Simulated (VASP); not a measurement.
Here is a VASP 6.6.1 calculation.

POSCAR

```
Mg2C3
1.0
    2.3870223790     -2.3394118729     -0.0063441741
    2.3870223790      2.3394118729     -0.0063441741
   -1.2253611782      0.0000000000      4.8584158892
Mg C
2 3
Direct
    0.8082382625      0.8082382625      0.1984312469
    0.1917617375      0.1917617375      0.8015687531
    0.3041690745      0.3041690745      0.2614645499
    0.6958309255      0.6958309255      0.7385354501
    0.5000000000      0.5000000000      0.5000000000
```

Contents of INCAR.step1:

```
PREC = Accurate ; ENCUT = 660
ISMEAR = 0 ; SIGMA = 0.05
LREAL = F ; LASPH = T
NELM = 120 ; NBANDS = 24
GGA = PE ; ALGO = Normal
EDIFF = 1E-5 ; LWAVE = T
LCHARG = F ; GGA_COMPAT = F
```

Contents of INCAR.step2:

```
PREC = Accurate ; ENCUT = 660
EDIFF = 1E-6 ; ISMEAR = 0
SIGMA = 0.05 ; LREAL = F
LASPH = T ; NELM = 120
ALGO = Normal ; ISIF = 2
LWAVE = F ; LCHARG = F
METAGGA = R2SCAN ; LMIXTAU = T
NBANDS = 24 ; ISTART = 1
GGA_COMPAT = F
```

Contents of KPOINTS:

```
regular mesh
0
Gamma
  10 10 6
```

Potentials or basis: VASP PAW PBE potentials, release 64 (Mg_sv, C).

Command:

```sh
$ cat potpaw_PBE.64/Mg_sv/POTCAR potpaw_PBE.64/C/POTCAR > POTCAR
$ cp INCAR.step1 INCAR
$ mpirun -np 1 vasp_std > vasp.out
$ cp INCAR.step2 INCAR
$ mpirun -np 1 vasp_std > vasp.out
```

Question: What does it give for the band gap on the k mesh?

Answer: 1.87 eV (least direct gap 2.66 eV).

Question: What does it give for the largest force?

Answer: 0.067 eV/Å.

Forces in eV/Å, atoms in the order of the input:
```
Mg  -0.040  0.000 -0.008
Mg   0.040  0.000  0.008
C   -0.031  0.000 -0.060
C    0.031  0.000  0.060
C    0.000  0.000  0.000
```

Caveat: the PAW data sets were made with another functional, which shifts forces and pressure a little. r2SCAN opens gaps a little over a GGA but as a rule still falls short of measured ones.
